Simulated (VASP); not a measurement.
System: BN (a cell with a defect).

```xyz
34
Lattice="7.4650 0.0000 0.0000 -3.7325 6.4649 0.0000 0.0000 0.0000 6.4955" Properties=species:S:1:pos:R:3 pbc="T T T"
B     0.0338    1.4316    1.6290
B     1.3475    0.6645    4.8780
B    -1.2106    3.5835    1.6291
B     0.0771    2.8681    4.8745
B    -2.4563    5.7392    1.6276
B    -1.2713    4.9555    4.8736
B     2.5218    1.4340    1.6292
B     3.5726    0.6824    4.8765
B     1.2804    3.5842    1.6293
B     0.0346    5.7395    1.6291
B     1.2507    5.0713    4.8738
B     5.0095    1.4313    1.6310
B     6.2004    0.7701    4.8786
B     3.7621    3.5840    1.6288
B     4.8639    2.8534    4.8776
B     2.5215    5.7395    1.6295
B     3.6625    5.0397    4.8806
N     0.1014    1.4232    4.8769
N     1.2736    0.7136    1.6267
N    -1.2597    3.5321    4.8725
N     0.0295    2.8687    1.6287
N    -2.4950    5.7078    4.8764
N    -1.2148    5.0237    1.6281
N     3.7615    0.7142    1.6309
N     1.2431    3.6894    4.8674
N     2.5170    2.8684    1.6291
N    -0.0517    5.7315    4.8729
N     1.2739    5.0250    1.6293
N     4.8607    1.4222    4.8788
N     6.2503    0.7155    1.6314
N     3.6640    3.6463    4.8873
N     5.0052    2.8691    1.6298
N     2.4714    5.8237    4.8791
N     3.7611    5.0247    1.6277
```

Base run:

| Quantity | Value |
| --- | --- |
| Program | VASP 6.6.1 |
| Functional | PBE |
| Potentials or basis | VASP PAW PBE potentials, release 64 (B, N) |
| Cutoff | 520 eV |
| k mesh | 2 × 2 × 2, shifted |
| Occupations | fermi-dirac, width 0.01 eV |
| Spin | no spin polarisation |

Its results: band gap on the k mesh 0.42 eV; pressure 3.6 GPa; largest force 0.487 eV/Å.

Problem. The run is repeated on the same cell with these changes: functional from PBE to r2SCAN; cutoff from 520 eV to 580 eV; k mesh from 2 × 2 × 2, shifted to 1 × 1 × 1, shifted. What comes out?

Solution. Band gap on the k mesh 0.73 eV; pressure 0.4 GPa; largest force 0.543 eV/Å.

Several settings changed at once.

Caveats: some runs use coarse meshes; the PAW data sets were made with another functional, which shifts forces and pressure a little (at least some runs).

A k mesh can miss the band edges.
